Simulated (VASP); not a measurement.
# Be (Fd-3m) in VASP: further runs, part 2 of 2

VASP 6.6.1.

## (3) Relaxation of cell and atoms, PBEsol

This run uses another cell than the first one, of 10.95 Å³/atom, 0.675 times its volume.

The input, INCAR:

```
SYSTEM = Be
  PREC = Accurate
  ENCUT = 600
  EDIFF = 1E-6
  ISMEAR = -1
  SIGMA = 0.1
  LREAL = .False.
  LASPH = .True.
  NELM = 100
  ALGO = Normal
  ISIF = 3
  LWAVE = .False.
  LCHARG = .False.
  GGA = PS
  IBRION = 2
  NSW = 80
  EDIFFG = -0.01
```

The input, KPOINTS:

```
regular mesh
0
Gamma
  12 12 12
  0 0 0
```

The input, POSCAR:

```
Be
1.0
    0.0000000000      2.2207471934      2.2207471934
    2.2207471934      0.0000000000      2.2207471934
    2.2207471934      2.2207471934      0.0000000000
Be
2
Direct
    0.1250000000      0.1250000000      0.1250000000
    0.8750000000      0.8750000000      0.8750000000
```

Potentials or basis: VASP PAW PBE potentials, release 64 (Be).

Started as:

```console
cat potpaw_PBE.64/Be/POTCAR > POTCAR
mpirun -np 1 vasp_std > vasp.out
```

OUTCAR:

```text
SYSTEM = Be
   PREC = Accurate
   ENCUT = 600
   EDIFF = 1E-6
   ISMEAR = -1
   LREAL = .False.
   LASPH = .True.
   NELM = 100
   ISIF = 3
   GGA = PS
   IBRION = 2
   NSW = 80
   EDIFFG = -0.01

 ion  position               nearest neighbor table
   1  0.125  0.125  0.125-   2 1.92   2 1.92   2 1.92   2 1.92
   2  0.875  0.875  0.875-   1 1.92   1 1.92   1 1.92   1 1.92

  LATTYP: Found a face centered cubic cell.
 ALAT       =     4.4414943868

  Lattice vectors:

 A1 = (   0.0000000000,   2.2207471934,   2.2207471934)
 A2 = (   2.2207471934,   0.0000000000,   2.2207471934)
 A3 = (   2.2207471934,   2.2207471934,   0.0000000000)

Analysis of symmetry for initial positions (statically):
=====================================================================
 Subroutine PRICEL returns:
 Original cell was already a primitive cell.

 Routine SETGRP: Setting up the symmetry group for a
 face centered cubic supercell.

 Subroutine GETGRP returns: Found 48 space group operations
 (whereof 12 operations were pure point group operations)
 out of a pool of 48 trial point group operations.

The static configuration has the point symmetry D_3d.
 The point group associated with its full space group is O_h .

Analysis of symmetry for dynamics (positions and initial velocities):
=====================================================================
 Subroutine PRICEL returns:
 Original cell was already a primitive cell.

 Routine SETGRP: Setting up the symmetry group for a
 face centered cubic supercell.

 Subroutine GETGRP returns: Found 48 space group operations
 (whereof 12 operations were pure point group operations)
 out of a pool of 48 trial point group operations.

The dynamic configuration has the point symmetry D_3d.
 The point group associated with its full space group is O_h .

 Subroutine INISYM returns: Found 48 space group operations
 (whereof 12 operations are pure point group operations),
 and found     1 'primitive' translations

----------------------------------------------------------------------------------------

                                     Primitive cell

  volume of cell :      21.9042

  direct lattice vectors                    reciprocal lattice vectors
     0.000000000  2.220747193  2.220747193    -0.225149446  0.225149446  0.225149446
     2.220747193  0.000000000  2.220747193     0.225149446 -0.225149446  0.225149446
     2.220747193  2.220747193  0.000000000     0.225149446  0.225149446 -0.225149446

  length of vectors
     3.140610800  3.140610800  3.140610800     0.389970280  0.389970280  0.389970280

  position of ions in fractional coordinates (direct lattice)
     0.125000000  0.125000000  0.125000000
     0.875000000  0.875000000  0.875000000

  ion indices of the primitive-cell ions
   primitive index   ion index
                 1           1
                 2           2

----------------------------------------------------------------------------------------

 KPOINTS: regular mesh

Automatic generation of k-mesh.
 Grid dimensions read from file:
 generate k-points for:   12   12   12

 Generating k-lattice:

  Cartesian coordinates                     Fractional coordinates (reciprocal lattice)
    -0.018762454  0.018762454  0.018762454     0.083333333  0.000000000  0.000000000
     0.018762454 -0.018762454  0.018762454     0.000000000  0.083333333  0.000000000
     0.018762454  0.018762454 -0.018762454     0.000000000  0.000000000  0.083333333

  Length of vectors
     0.032497523  0.032497523  0.032497523

  Shift w.r.t. Gamma in fractional coordinates (k-lattice)
     0.000000000  0.000000000  0.000000000

 Subroutine IBZKPT returns following result:
 ===========================================

 Found     72 irreducible k-points:

 Following reciprocal coordinates:
            Coordinates               Weight
  0.000000  0.000000  0.000000      1.000000
  0.083333  0.000000  0.000000      8.000000
  0.166667  0.000000  0.000000      8.000000
  0.250000  0.000000  0.000000      8.000000
  0.333333  0.000000  0.000000      8.000000
  0.416667  0.000000  0.000000      8.000000
[... 16 lines left out ...]
  0.500000  0.166667  0.000000     24.000000
 -0.416667  0.166667  0.000000     24.000000
 [... further k-points ...]
   k-points           NKPTS =     72   k-points in BZ     NKDIM =     72   number of bands    NBANDS=      6
   number of dos      NEDOS =    301   number of ions     NIONS =      2
   total plane-waves  NPLWV =  21952
   dimension x,y,z NGX =    28 NGY =   28 NGZ =   28
   dimension x,y,z NGXF=    56 NGYF=   56 NGZF=   56
   ions per type =               2
   NGX,Y,Z   is equivalent  to a cutoff of  14.82, 14.82, 14.82 a.u.
   NGXF,Y,Z  is equivalent  to a cutoff of  29.64, 29.64, 29.64 a.u.
 SYSTEM =  Be
   PREC   = accura    normal or accurate (medium, high low for compatibility)
   ISTART =      0    job   : 0-new  1-cont  2-samecut
   ICHARG =      2    charge: 1-file 2-atom 10-const
   ISPIN  =      1    spin polarized calculation?
   LNONCOLLINEAR =      F non collinear calculations
   LSORBIT =      F    spin-orbit coupling
   LASPH  =      T    aspherical Exc in radial PAW
   ENCUT  =  600.0 eV  44.10 Ry    6.64 a.u.   6.27  6.27  6.27*2*pi/ulx,y,z
   NELM   =    100;   NELMIN=  2; NELMDL= -5     # of ELM steps
   EDIFF  = 0.1E-05   stopping-criterion for ELM
   LREAL  =      F    real-space projection
   EDIFFG = -.1E-01   stopping-criterion for IOM
   NSW    =     80    number of steps for IOM
   IBRION =      2    ionic relax: 0-MD 1-quasi-New 2-CG
   NFREE  =      1    steps in history (QN), initial steepest desc. (CG)
   ISIF   =      3    stress and relaxation
   ISYM   =      2    0-nonsym 1-usesym 2-fastsym
   POTIM  = 0.5000    time-step for ionic-motion
   TEBEG  =    0.0;   TEEND  =   0.0 temperature during run
   PSTRESS=    0.0 pullay stress
   NELECT =       4.0000    total number of electrons
   NUPDOWN=      -1.0000    fix difference up-down
   EMIN   =  10.00;   EMAX   =-10.00  energy-range for DOS
   EFERMI =   0.00;   METHOD = LEGACY
   ISMEAR =    -1;   SIGMA  =   0.10  broadening in eV -4-tet -1-fermi 0-gaus
   EFERMI_NEDOS =   21; number of points for ismear=-14 and -15
   IALGO  =     38    algorithm
   IMIX   =      4    mixing-type and parameters
     AMIX     =   0.40;   BMIX     =  1.00
     AMIX_MAG =   1.60;   BMIX_MAG =  1.00
  volume/ion in A,a.u.               =      10.95        73.91
  Fermi-wavevector in a.u.,A,eV,Ry     =   0.928793  1.755165 11.737159  0.862657
  Thomas-Fermi vector in A             =   2.055008
   LORBIT       =      0    0 simple, 1 ext, 2 COOP (PROOUT), +10 PAW based schemes
   GGA     = PS    functional components
   LHFCALC =     F    Hartree Fock is set to
   AEXX    =    0.0000 exact exchange contribution
   IVDW    =     0    specifies the selected vdW correction
   LEPSILON=     F    determine dielectric tensor
   LRPA    =     F    only Hartree local field effects (RPA)
 conjugate gradient relaxation of ions
 non-spin polarized calculation
  energy-cutoff  :      600.00
  volume of cell :       21.90
 maximum number of plane-waves:       751
 NGX is ok and might be reduce to    28
   NGX = 13   NGY = 13   NGZ = 13

--------------------------------------- Ionic step        1  -------------------------------------------

 number of electron       4.0000000 magnetization

 Free energy of the ion-electron system (eV)
  ---------------------------------------------------
  ext. energy  EPLUGINS =         0.00000000
  ---------------------------------------------------
  free energy    TOTEN  =        -4.26434476 eV

  energy without entropy =       -4.23586287  energy(sigma->0) =       -4.25010382

 E-fermi :   3.5104     XC(G=0):  -9.4712

 val. band max:        3.4925384898   @ k =  -0.3333   0.2500   0.0000
 cond. band min:       3.5220917835   @ k =   0.5000   0.3333   0.1667
 fundamental gap:      0.0295532938
 Fermi energy:         3.5104494398

 k-point     1 :       0.0000    0.0000    0.0000
  band No.  band energies     occupation
      1      -5.0728      2.00000
      2       9.3783      0.00000
      3       9.3783      0.00000
      4       9.3783      0.00000
      5      12.1708      0.00000
      6      12.1708      0.00000

 k-point     2 :       0.0833    0.0000    0.0000
  band No.  band energies     occupation
      1      -4.9507      2.00000
      2       8.3008      0.00000
      3       9.0606      0.00000
      4       9.0606      0.00000
      5      12.5812      0.00000
      6      12.5812      0.00000
[... 339 lines left out ...]
  energy  without entropy=       -4.5997601882  energy(sigma->0) =       -4.61665828

--------------------------------------- Ionic step        5  -------------------------------------------

 number of electron       4.0000000 magnetization

 Free energy of the ion-electron system (eV)
  ---------------------------------------------------
  ext. energy  EPLUGINS =         0.00000000
  ---------------------------------------------------
  free energy    TOTEN  =        -4.63360406 eV

  energy without entropy =       -4.59986894  energy(sigma->0) =       -4.61673650

 E-fermi :   1.8544     XC(G=0):  -8.6287

 val. band max:        1.8316758812   @ k =  -0.2500   0.1667   0.0000
 cond. band min:       1.8946436313   @ k =  -0.3333   0.4167   0.1667
 fundamental gap:      0.0629677501
 Fermi energy:         1.8544224152

 k-point     1 :       0.0000    0.0000    0.0000
  band No.  band energies     occupation
      1      -5.5039      2.00000
      2       6.6801      0.00000
      3       6.6801      0.00000
      4       6.6801      0.00000
      5       9.1972      0.00000
      6       9.1972      0.00000

 k-point     2 :       0.0833    0.0000    0.0000
  band No.  band energies     occupation
      1      -5.3985      2.00000
      2       5.8346      0.00000
      3       6.4412      0.00000
      4       6.4412      0.00000
      5       9.5080      0.00000
      6       9.5080      0.00000
[... 227 lines left out ...]
  FREE ENERGIE OF THE ION-ELECTRON SYSTEM (eV)
  ---------------------------------------------------
  free  energy   TOTEN  =        -4.6336040624 eV

  energy  without entropy=       -4.5998689352  energy(sigma->0) =       -4.61673650

 reached required accuracy - stopping structural energy minimisation
```

CONTCAR:

```text
Be
   1.00000000000000
    -0.0000000000000000    2.4382181576678348    2.4382181576678348
     2.4382181576678348   -0.0000000000000000    2.4382181576678348
     2.4382181576678348    2.4382181576678348    0.0000000000000000
  Be
     2
Direct
     0.1250000000000000    0.1250000000000000    0.1250000000000000
     0.8750000000000000    0.8750000000000000    0.8750000000000000

  0.00000000E+00  0.00000000E+00  0.00000000E+00
  0.00000000E+00  0.00000000E+00  0.00000000E+00
```

Wall time 29 s (1 thread of AMD EPYC 7R13 (Zen 3), shared host); peak memory 0.12 GiB.

Results:

```
Free energy                            : -4.6336 eV
Relaxed volume                         : 14.49 Å³/atom
Relaxed cell                           : a = 3.448 Å, b = 3.448 Å, c = 3.448 Å, α = 60.00°, β = 60.00°, γ = 60.00°
Space group after relaxing (to 0.05 Å) : Fd-3m (No. 227)
Energy gained by relaxing              : 184.6 meV/atom
Ionic steps                            : 5
Pressure after relaxing                : 0.1 GPa
Band gap on the k mesh                 : zero (band 2 reaches 6.68 eV, above the bottom of band 3 at 0.41 eV)
```

Step by step:
| step | energy change (eV) | largest force (eV/Å) | pressure (GPa) | volume (Å³) |
| --- | --- | --- | --- | --- |
| 1 | 0.0000 | 0.0000 | 20.41 | 21.90 |
| 2 | -0.3375 | 0.0000 | 4.51 | 26.63 |
| 3 | -0.3589 | 0.0000 | -2.10 | 30.56 |
| 4 | -0.3692 | 0.0000 | -0.17 | 29.15 |
| 5 | -0.3693 | 0.0000 | 0.08 | 28.99 |

Final structure:
```cif
data_structure
_symmetry_space_group_name_H-M 'P 1'
_symmetry_Int_Tables_number 1
_cell_length_a 3.4482
_cell_length_b 3.4482
_cell_length_c 3.4482
_cell_angle_alpha 60.000
_cell_angle_beta 60.000
_cell_angle_gamma 60.000
_cell_volume 28.99
loop_
_atom_site_label
_atom_site_type_symbol
_atom_site_fract_x
_atom_site_fract_y
_atom_site_fract_z
_atom_site_occupancy
Be1 Be 0.12500 0.12500 0.12500 1
Be2 Be 0.87500 0.87500 0.87500 1
```

Caveat: the volume moved by over 15 % at a fixed basis, so the end points are rough; the PAW data sets were made with another functional, which shifts forces and pressure a little.

## (4) Single point, PBEsol

This run uses another cell than the first one, of 14.48 Å³/atom, 0.893 times its volume.

The input, INCAR:

```
PREC = Accurate
ENCUT = 520
EDIFF = 1E-6
ISMEAR = -1
SIGMA = 0.1
LREAL = False
LASPH = True
NELM = 100
ALGO = Normal
ISIF = 2
LWAVE = False
LCHARG = False
GGA = PS
NBANDS = 9
```

The input, KPOINTS:

```
regular mesh
0
Gamma
  18 18 18
```

The input, POSCAR:

```
Be
1.0
    0.0000000000      2.4376428586      2.4376428586
    2.4376428586      0.0000000000      2.4376428586
    2.4376428586      2.4376428586      0.0000000000
Be
2
Direct
    0.1250000000      0.1250000000      0.1250000000
    0.8750000000      0.8750000000      0.8750000000
```

Started as:

```console
cat potpaw_PBE.64/Be/POTCAR > POTCAR
mpirun -np 1 vasp_std > vasp.out
```

Wall time 36 s (1 thread of AMD EPYC 7R13 (Zen 3), shared host); peak memory 0.15 GiB.

The run converged. Its results:

| Property | Result |
| --- | --- |
| Free energy | -4.6353 eV |
| Pressure | 0.1 GPa |
| Band gap on the k mesh | zero (band 2 reaches 6.69 eV, above the bottom of band 3 at 0.36 eV) |

Levels at points of the mesh, in eV from the Fermi level:
| k point | band 1 | band 2 | band 3 | band 4 | band 5 | band 6 | band 7 |
| --- | --- | --- | --- | --- | --- | --- | --- |
| (0.00, 0.00, 0.00) | -7.36 | 4.83 | 4.83 | 4.83 | 7.35 | 7.35 | 7.35 |
| (0.50, 0.00, 0.00) | -3.67 | -3.57 | 3.07 | 3.07 | 8.49 | 8.49 | 10.50 |
| (0.50, 0.50, 0.00) | -2.42 | -2.42 | 0.73 | 0.73 | 6.21 | 6.21 | 15.38 |

Caveat: the PAW data sets were made with another functional, which shifts forces and pressure a little.

## (5) Summary

```csv
task,cell,k mesh,cutoff (eV),gap on the mesh (eV),pressure (GPa)
single point,"a = 3.580 Å, angles 60.0°, 2 atoms",13 × 13 × 13,520,none,-4.2
relaxation of cell and atoms,"relaxed from a = 3.141 Å, angles 60.0°, 2 atoms",12 × 12 × 12,600,none,0.1
single point,"a = 3.447 Å, angles 60.0°, 2 atoms",18 × 18 × 18,520,none,0.1
```

Alike in all rows: level PBEsol; potentials or basis VASP PAW PBE potentials, release 64 (Be); no spin polarisation; smearing fermi-dirac 0.1 eV.

Caveats: the PAW data sets were made with another functional, which shifts forces and pressure a little; the volume moved by over 15 % at a fixed basis, so the end points are rough (some runs).

Total energies depend on the potentials used, so only differences within one code and one set of settings carry meaning.
